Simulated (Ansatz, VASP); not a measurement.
NaI in VASP and in Ansatz

```
CELL_PARAMETERS angstrom
0.00000 3.23640 3.23640
3.23640 0.00000 3.23640
3.23640 3.23640 0.00000
ATOMIC_POSITIONS crystal
Na 0.00000 0.00000 0.00000
I 0.50000 0.50000 0.50000
```

Alike in both runs: task electric field gradients; functional PBE; k mesh 8 × 8 × 8; occupations fermi-dirac, width 0.02 eV; no spin polarisation.

```csv
,VASP,Ansatz
version,VASP 6.6.1,Ansatz 0.2.0
potentials or method,"VASP PAW PBE potentials, release 64 (Na_pv, I)","PAW with Ansatz's default frozen-core files, scalar-relativistic"
plane-wave cutoff (eV),520,420
valence electrons in the cell,14,26
```

```tsv
	VASP	Ansatz	Ansatz less VASP
gap on the k mesh at the Fermi level (eV)	3.64	3.64	+0.003
pressure (GPa)	0.4	0.4	-0.01
```

VASP's potentials hold 14 valence electrons a cell and Ansatz's 26, so a difference there can come from the potentials and not from the codes.

Spin-orbit coupling is off throughout.
